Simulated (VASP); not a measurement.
# MoS2 (R3m) in VASP: a series of runs

MoS2 is run at these levels: LDA; tasks: single point.

All numbers are computed with VASP 6.6.1; they aren't measurements. Logs are shortened: lines on timing, memory, paths and dates and some standing lists are left out, and cuts for length are marked.

### Step 1. The cell of the first run

The structure is trigonal, space group R3m (No. 160). Conventional cell: a = 3.160 Å, b = 3.160 Å, c = 18.450 Å, α = 90.00°, β = 90.00°, γ = 120.00°. Mo (site symmetry 3m) has 6 S at 2.39 Å and 6 Mo at 3.16 Å within 3.2 Å. S (site symmetry 3m) has 3 Mo at 2.39 Å and 7 S at 3.08 to 3.16 Å within 3.2 Å. Within 3.2 Å of S (site symmetry 3m) lie 3 Mo at 2.39 Å and 7 S at 3.08 to 3.16 Å.

### Step 2. Single point, LDA

Contents of INCAR:

```
SYSTEM = MoS2
PREC = Accurate ; ENCUT = 520
EDIFF = 1E-7 ; ISMEAR = -1
SIGMA = 0.1 ; LREAL = .FALSE.
LASPH = .TRUE. ; NELM = 100
ALGO = Normal ; ISIF = 2
LWAVE = .FALSE. ; LCHARG = .FALSE.
NBANDS = 20
```

Contents of KPOINTS:

```
Automatic mesh
0
G
  12 12 12
  0 0 0
```

Contents of POSCAR:

```
MoS2
1.0
    1.5800000000      0.9122130000      6.1500000000
   -1.5800000000      0.9122130000      6.1500000000
    0.0000000000     -1.8244270000      6.1500000000
Mo S
1 2
Direct
    0.0000000000      0.0000000000      0.0000000000
    0.2500000000      0.2500000000      0.2500000000
    0.4170000000      0.4170000000      0.4170000000
```

Potentials or basis: VASP PAW LDA potentials, release 64 (Mo_sv, S).

Run with:

```sh
> cat potpaw_LDA.64/Mo_sv/POTCAR potpaw_LDA.64/S/POTCAR > POTCAR
> mpirun -np 1 vasp_std > vasp.out
```

OUTCAR:

```text
SYSTEM = MoS2
   PREC = Accurate
   ENCUT = 520
   EDIFF = 1E-7
   ISMEAR = -1
   LREAL = .FALSE.
   LASPH = .TRUE.
   NELM = 100
   ISIF = 2

 ion  position               nearest neighbor table
   1  0.000  0.000  0.000-   2 2.39   2 2.39   2 2.39   3 2.39   3 2.39   3 2.39
   2  0.250  0.250  0.250-   1 2.39   1 2.39   1 2.39
   3  0.417  0.417  0.417-   1 2.39   1 2.39   1 2.39

  LATTYP: Found a trigonal (rhomboedric) cell.
 ALAT       =     6.4149070576
 COS(alpha) =     0.8786713312

  Lattice vectors:

 A1 = (   1.5800000000,   0.9122130000,   6.1500000000)
 A2 = (  -1.5800000000,   0.9122130000,   6.1500000000)
 A3 = (   0.0000000000,  -1.8244270000,   6.1500000000)

Analysis of symmetry for initial positions (statically):
=====================================================================
 Subroutine PRICEL returns:
 Original cell was already a primitive cell.

 Routine SETGRP: Setting up the symmetry group for a
 trigonal (rhombohedral) supercell.

 Subroutine GETGRP returns: Found  6 space group operations
 (whereof  6 operations were pure point group operations)
 out of a pool of 12 trial point group operations.

The static configuration has the point symmetry C_3v.

Analysis of symmetry for dynamics (positions and initial velocities):
=====================================================================
 Subroutine PRICEL returns:
 Original cell was already a primitive cell.

 Routine SETGRP: Setting up the symmetry group for a
 trigonal (rhombohedral) supercell.

 Subroutine GETGRP returns: Found  6 space group operations
 (whereof  6 operations were pure point group operations)
 out of a pool of 12 trial point group operations.

The dynamic configuration has the point symmetry C_3v.

 Subroutine INISYM returns: Found  6 space group operations
 (whereof  6 operations are pure point group operations),
 and found     1 'primitive' translations

----------------------------------------------------------------------------------------

                                     Primitive cell

  volume of cell :      53.1839

  direct lattice vectors                    reciprocal lattice vectors
     1.580000000  0.912213000  6.150000000     0.316455696  0.182705800  0.054200552
    -1.580000000  0.912213000  6.150000000    -0.316455696  0.182705800  0.054200552
     0.000000000 -1.824427000  6.150000000     0.000000000 -0.365411600  0.054200522

  length of vectors
     6.414907058  6.414907058  6.414907161     0.369409416  0.369409416  0.369409439

  position of ions in fractional coordinates (direct lattice)
     0.000000000  0.000000000  0.000000000
     0.250000000  0.250000000  0.250000000
     0.417000000  0.417000000  0.417000000

  ion indices of the primitive-cell ions
   primitive index   ion index
                 1           1
                 2           2
                 3           3

----------------------------------------------------------------------------------------

 KPOINTS: Automatic mesh

Automatic generation of k-mesh.
 Grid dimensions read from file:
 generate k-points for:   12   12   12

 Generating k-lattice:

  Cartesian coordinates                     Fractional coordinates (reciprocal lattice)
     0.026371308  0.015225483  0.004516713     0.083333333 -0.000000000  0.000000000
    -0.026371308  0.015225483  0.004516713    -0.000000000  0.083333333  0.000000000
     0.000000000 -0.030450967  0.004516710     0.000000000  0.000000000  0.083333333

  Length of vectors
     0.030784118  0.030784118  0.030784120

  Shift w.r.t. Gamma in fractional coordinates (k-lattice)
     0.000000000  0.000000000  0.000000000

 Subroutine IBZKPT returns following result:
 ===========================================

 Found    189 irreducible k-points:

 Following reciprocal coordinates:
            Coordinates               Weight
  0.000000  0.000000  0.000000      1.000000
  0.083333  0.000000  0.000000      6.000000
  0.166667  0.000000  0.000000      6.000000
  0.250000  0.000000  0.000000      6.000000
  0.333333  0.000000  0.000000      6.000000
  0.416667 -0.000000  0.000000      6.000000
[... 16 lines left out ...]
  0.500000  0.166667  0.000000     12.000000
 -0.416667  0.166667 -0.000000     12.000000
 [... further k-points ...]
   k-points           NKPTS =    189   k-points in BZ     NKDIM =    189   number of bands    NBANDS=     20
   number of dos      NEDOS =    301   number of ions     NIONS =      3
   total plane-waves  NPLWV = 110592
   dimension x,y,z NGX =    48 NGY =   48 NGZ =   48
   dimension x,y,z NGXF=    96 NGYF=   96 NGZF=   96
   ions per type =               1   2
   NGX,Y,Z   is equivalent  to a cutoff of  12.44, 12.44, 12.44 a.u.
   NGXF,Y,Z  is equivalent  to a cutoff of  24.88, 24.88, 24.88 a.u.
 SYSTEM =  MoS2
   PREC   = accura    normal or accurate (medium, high low for compatibility)
   ISTART =      0    job   : 0-new  1-cont  2-samecut
   ICHARG =      2    charge: 1-file 2-atom 10-const
   ISPIN  =      1    spin polarized calculation?
   LNONCOLLINEAR =      F non collinear calculations
   LSORBIT =      F    spin-orbit coupling
   LASPH  =      T    aspherical Exc in radial PAW
   ENCUT  =  520.0 eV  38.22 Ry    6.18 a.u.  11.93 11.93 11.93*2*pi/ulx,y,z
   NELM   =    100;   NELMIN=  2; NELMDL= -5     # of ELM steps
   EDIFF  = 0.1E-06   stopping-criterion for ELM
   LREAL  =      F    real-space projection
   EDIFFG = 0.1E-05   stopping-criterion for IOM
   NSW    =      0    number of steps for IOM
   IBRION =     -1    ionic relax: 0-MD 1-quasi-New 2-CG
   NFREE  =      0    steps in history (QN), initial steepest desc. (CG)
   ISIF   =      2    stress and relaxation
   ISYM   =      2    0-nonsym 1-usesym 2-fastsym
   POTIM  = 0.5000    time-step for ionic-motion
   TEBEG  =    0.0;   TEEND  =   0.0 temperature during run
   PSTRESS=    0.0 pullay stress
   NELECT =      26.0000    total number of electrons
   NUPDOWN=      -1.0000    fix difference up-down
   EMIN   =  10.00;   EMAX   =-10.00  energy-range for DOS
   EFERMI =   0.00;   METHOD = LEGACY
   ISMEAR =    -1;   SIGMA  =   0.10  broadening in eV -4-tet -1-fermi 0-gaus
   EFERMI_NEDOS =   21; number of points for ismear=-14 and -15
   IALGO  =     38    algorithm
   IMIX   =      4    mixing-type and parameters
     AMIX     =   0.40;   BMIX     =  1.00
     AMIX_MAG =   1.60;   BMIX_MAG =  1.00
  volume/ion in A,a.u.               =      17.73       119.63
  Fermi-wavevector in a.u.,A,eV,Ry     =   1.289652  2.437090 22.629253  1.663203
  Thomas-Fermi vector in A             =   2.421532
   LORBIT       =      0    0 simple, 1 ext, 2 COOP (PROOUT), +10 PAW based schemes
   GGA     = CA    functional components
   LHFCALC =     F    Hartree Fock is set to
   AEXX    =    0.0000 exact exchange contribution
   IVDW    =     0    specifies the selected vdW correction
   LEPSILON=     F    determine dielectric tensor
   LRPA    =     F    only Hartree local field effects (RPA)
 non-spin polarized calculation
  energy-cutoff  :      520.00
  volume of cell :       53.18
 maximum number of plane-waves:      1447
   NGX = 23   NGY = 23   NGZ = 23

 number of electron      25.9999998 magnetization

 Free energy of the ion-electron system (eV)
  ---------------------------------------------------
  ext. energy  EPLUGINS =         0.00000000
  ---------------------------------------------------
  free energy    TOTEN  =       -24.46143539 eV

  energy without entropy =      -24.46101179  energy(sigma->0) =      -24.46122359

 E-fermi :   7.8394     XC(G=0): -11.1294

 val. band max:        7.5271054226   @ k =   0.5000   0.5000   0.5000
 cond. band min:       8.4015415362   @ k =  -0.1667   0.1667   0.0000
 fundamental gap:      0.8744361136
 Fermi energy:         7.8394167774

 k-point     1 :       0.0000    0.0000    0.0000
  band No.  band energies     occupation
      1     -53.7032      2.00000
      2     -28.0719      2.00000
      3     -27.8275      2.00000
      4     -27.8275      2.00000
      5      -7.5429      2.00000
      6      -5.7930      2.00000
[... 12 lines left out ...]
     19      15.5420      0.00000
     20      15.8285      0.00000

 k-point     2 :       0.0833    0.0000    0.0000
  band No.  band energies     occupation
      1     -53.7003      2.00000
      2     -28.0663      2.00000
      3     -27.8561      2.00000
      4     -27.8340      2.00000
      5      -7.4331      2.00000
      6      -5.7607      2.00000
[... 12 lines left out ...]
     19      15.8749      0.00000
     20      16.0395      0.00000

 k-point     3 :       0.1667    0.0000    0.0000
  band No.  band energies     occupation
      1     -53.6924      2.00000
      2     -28.0509      2.00000
      3     -27.9337      2.00000
      4     -27.8516      2.00000
      5      -7.1199      2.00000
      6      -5.6683      2.00000
[... 12 lines left out ...]
     19      16.0210      0.00000
     20      16.5691      0.00000

 k-point     4 :       0.2500    0.0000    0.0000
  band No.  band energies     occupation
      1     -53.6817      2.00000
      2     -28.0381      2.00000
      3     -28.0297      2.00000
      4     -27.8756      2.00000
      5      -6.6537      2.00000
      6      -5.5314      2.00000
[... 12 lines left out ...]
     19      15.6584      0.00000
     20      16.3724      0.00000

 k-point     5 :       0.3333    0.0000    0.0000
  band No.  band energies     occupation
      1     -53.6709      2.00000
      2     -28.1409      2.00000
      3     -28.0085      2.00000
      4     -27.8994      2.00000
      5      -6.1249      2.00000
      6      -5.3802      2.00000
[... 12 lines left out ...]
     19      14.8113      0.00000
     20      15.2623      0.00000

 k-point     6 :       0.4167   -0.0000    0.0000
  band No.  band energies     occupation
      1     -53.6630      2.00000
      2     -28.2151      2.00000
      3     -27.9930      2.00000
      4     -27.9168      2.00000
      5      -5.6769      2.00000
      6      -5.2607      2.00000
[... 12 lines left out ...]
     19      14.3405      0.00000
     20      14.8939      0.00000

 k-point     7 :       0.5000    0.0000    0.0000
  band No.  band energies     occupation
      1     -53.6601      2.00000
      2     -28.2420      2.00000
      3     -27.9873      2.00000
      4     -27.9231      2.00000
      5      -5.4923      2.00000
      6      -5.2173      2.00000
[... 12 lines left out ...]
     19      14.2290      0.00000
     20      14.8385      0.00000
[... 277 lines left out ...]
 k-point    20 :       0.2500    0.1667    0.0000
  band No.  band energies     occupation
      1     -53.6856      2.00000
      2     -28.0375      2.00000
      3     -27.9950      2.00000
      4     -27.8720      2.00000
      5      -6.8063      2.00000
      6      -5.6218      2.00000
[... 12 lines left out ...]
     19      16.1156      0.00000
     20      16.3104      0.00000

 k-point    21 :       0.3333    0.1667    0.0000
  band No.  band energies     occupation
      1     -53.6763      2.00000
      2     -28.0702      2.00000
      3     -28.0192      2.00000
      4     -27.9076      2.00000
      5      -6.3731      2.00000
      6      -5.4942      2.00000
[... 12 lines left out ...]
     19      15.7787      0.00000
     20      16.4540      0.00000

 k-point    22 :       0.4167    0.1667    0.0000
  band No.  band energies     occupation
      1     -53.6669      2.00000
      2     -28.1407      2.00000
      3     -28.0008      2.00000
      4     -27.9470      2.00000
      5      -5.8933      2.00000
      6      -5.3421      2.00000
[... 12 lines left out ...]
     19      15.5180      0.00000
     20      16.1354      0.00000

 k-point    23 :       0.5000    0.1667    0.0000
  band No.  band energies     occupation
      1     -53.6601      2.00000
      2     -28.1905      2.00000
      3     -27.9873      2.00000
      4     -27.9770      2.00000
      5      -5.5018      2.00000
      6      -5.2116      2.00000
[... 12 lines left out ...]
     19      15.5755      0.00000
     20      16.0201      0.00000

 k-point    24 :      -0.4167    0.1667   -0.0000
  band No.  band energies     occupation
      1     -53.6575      2.00000
      2     -28.2084      2.00000
      3     -27.9882      2.00000
      4     -27.9824      2.00000
      5      -5.3518      2.00000
      6      -5.1545      2.00000
[... 12 lines left out ...]
     19      15.7204      0.00000
     20      16.0544      0.00000

 [... further k-points ...]

------------------------ aborting loop because EDIFF is reached ----------------------------------------

  FORCE on cell =-STRESS in cart. coord.  units (eV):
  Direction    XX          YY          ZZ          XY          YZ          ZX
  --------------------------------------------------------------------------------------
  -------------------------------------------------------------------------------------
  Total       -1.0370323     -1.0370321     -0.2239078      0.0000000      0.0000000      0.0000000
  in kB      -31.2408601    -31.2408538     -6.7452789      0.0000000      0.0000004      0.0000000
  external PRESSURE =     -23.0756642 kB  Pullay stress =       0.0000000 kB

 VOLUME and BASIS-vectors are now :
 -----------------------------------------------------------------------------
  energy-cutoff  :      520.00
  volume of cell :       53.18
      direct lattice vectors                 reciprocal lattice vectors
     1.580000000  0.912213000  6.150000000     0.316455696  0.182705800  0.054200552
    -1.580000000  0.912213000  6.150000000    -0.316455696  0.182705800  0.054200552
     0.000000000 -1.824427000  6.150000000     0.000000000 -0.365411600  0.054200522

 POSITION                                       TOTAL-FORCE (eV/Angst)
 -----------------------------------------------------------------------------------
      0.00000      0.00000      0.00000         0.000000     -0.000000      0.083353
      0.00000     -0.00000      4.61250         0.000000      0.000000     -0.097087
      0.00000     -0.00000      7.69365         0.000000     -0.000000      0.013734
 -----------------------------------------------------------------------------------
    total drift:                                0.000000     -0.000003      0.000059

  FREE ENERGIE OF THE ION-ELECTRON SYSTEM (eV)
  ---------------------------------------------------
  free  energy   TOTEN  =       -24.4614353929 eV

  energy  without entropy=      -24.4610117918  energy(sigma->0) =      -24.46122359
```

Run time: 13 min. Hardware: 1 thread of Intel Xeon 8259CL, shared host; peak memory 0.39 GiB.

What came out:

| Item | Value |
| --- | --- |
| Free energy | -24.4614 eV |
| Pressure | -2.3 GPa |
| Largest force | 0.097 eV/Å |
| Band gap on the k mesh | 0.87 eV (least direct gap 1.71 eV) |

Forces on the atoms (eV/Å):
```
Mo   0.000  0.000  0.083
S    0.000  0.000 -0.097
S    0.000  0.000  0.014
```

Levels at points of the mesh, in eV from the valence-band top:
| k point | band 9 | band 10 | band 11 | band 12 | band 13 | band 14 | band 15 | band 16 | band 17 | band 18 |
| --- | --- | --- | --- | --- | --- | --- | --- | --- | --- | --- |
| (0.00, 0.00, 0.00) | -3.50 | -2.36 | -2.36 | -1.27 | -1.22 | 2.00 | 2.00 | 2.44 | 2.44 | 5.38 |
| (0.50, 0.00, 0.00) | -5.08 | -4.08 | -2.35 | -1.66 | -1.52 | 1.55 | 1.97 | 3.41 | 3.48 | 5.14 |
| (0.50, 0.50, 0.00) | -4.79 | -4.01 | -2.94 | -1.84 | -1.34 | 1.51 | 2.10 | 2.93 | 3.91 | 5.91 |
| (0.50, 0.50, 0.50) | -3.51 | -3.51 | -2.33 | -2.33 | 0.00 | 2.10 | 2.10 | 2.30 | 2.30 | 5.49 |

### Step 3. Single point, LDA

Contents of INCAR:

```
PREC     = Accurate       # precision mode
ENCUT    = 520            # plane-wave cutoff, eV
EDIFF    = 1E-6           # SCF threshold, eV
ISMEAR   = -1             # smearing method
SIGMA    = 0.1            # smearing width, eV
LREAL    = False          # projectors in reciprocal space
LASPH    = True           # aspherical terms in the spheres
NELM     = 100            # most SCF steps
ALGO     = Normal         # electronic algorithm
ISIF     = 2              # what is computed and relaxed
LWAVE    = False          # write WAVECAR
LCHARG   = False          # write CHGCAR
NBANDS   = 20             # bands
```

Contents of KPOINTS:

```
regular mesh
0
Gamma
  12 12 12
```

POSCAR is that of step 2.

Potentials or basis: VASP PAW LDA potentials, release 64 (Mo_sv, S).

Run with:

```sh
> cat potpaw_LDA.64/Mo_sv/POTCAR potpaw_LDA.64/S/POTCAR > POTCAR
> mpirun -np 1 vasp_std > vasp.out
```

Wall time 12 min (1 thread of Intel Xeon 8259CL, shared host); peak memory 0.39 GiB.

It converged, with:

```yaml
Free_energy: -24.4614 eV
Pressure: -2.3 GPa
Largest_force: 0.097 eV/Å
Band_gap_on_the_k_mesh: 0.87 eV (least direct gap 1.71 eV)
```

Forces in eV/Å, atoms in the order of the input:
```
Mo   0.000  0.000  0.083
S    0.000  0.000 -0.097
S    0.000  0.000  0.014
```

Stress tensor (GPa, compression positive):
```
-3.13  0.00  0.00
 0.00 -3.13  0.00
 0.00  0.00 -0.68
```

Levels at points of the mesh, in eV from the valence-band top:
```
           k point  band 10  band 11  band 12  band 13  band 14  band 15  band 16  band 17
(0.00, 0.00, 0.00)    -2.36    -2.36    -1.27    -1.22     2.00     2.00     2.44     2.44
(0.50, 0.00, 0.00)    -4.08    -2.35    -1.66    -1.52     1.55     1.97     3.41     3.48
(0.50, 0.50, 0.00)    -4.01    -2.94    -1.84    -1.34     1.51     2.10     2.93     3.91
(0.50, 0.50, 0.50)    -3.51    -2.33    -2.33     0.00     2.10     2.10     2.30     2.30
```

A k mesh can miss the band edges. A hybrid or GW would open this gap; LDA tends to underestimate it.
